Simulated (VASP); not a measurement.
MoSe, 2 atoms in the cell. It takes space group Pm-3m (No. 221, cubic). Conventional cell: a = 3.107 Å, b = 3.107 Å, c = 3.107 Å, α = 90.00°, β = 90.00°, γ = 90.00°. Within 3.5 Å of Mo (site symmetry m-3m) lie 8 Se at 2.69 Å and 6 Mo at 3.11 Å. Within 3.5 Å of Se (site symmetry m-3m) lie 8 Mo at 2.69 Å and 6 Se at 3.11 Å. 

* Program: VASP 6.6.1
* Task: single point
* Functional: PBEsol
* Potentials or basis: VASP PAW PBE potentials, release 64 (Mo_sv, Se)
* Cutoff: 520 eV
* k mesh: 14 × 14 × 14
* Occupations: gaussian, width 0.05 eV
* Spin: collinear spin, ferromagnetic start
* Starting moments: [3.5, 0.0] μB
* Hubbard terms: Mo d U = 3.0 eV
* Dipole correction: no
* Further INCAR settings: ALGO = Normal; EDIFF = 1e-06; NBANDS = 21

Potentials or basis: VASP PAW PBE potentials, release 64 (Mo_sv, Se).

Launch:

```console
$ cat potpaw_PBE.64/Mo_sv/POTCAR potpaw_PBE.64/Se/POTCAR > POTCAR
$ mpirun -np 1 vasp_std > vasp.out
```

Hardware: 1 thread of AMD EPYC 7R13, with other jobs on the host.

Estimate the wall time of this run.

It took 12 min on 1 thread of AMD EPYC 7R13, on a shared host, peak memory 0.21 GiB. Counts: scf iterations 58, k points 120.
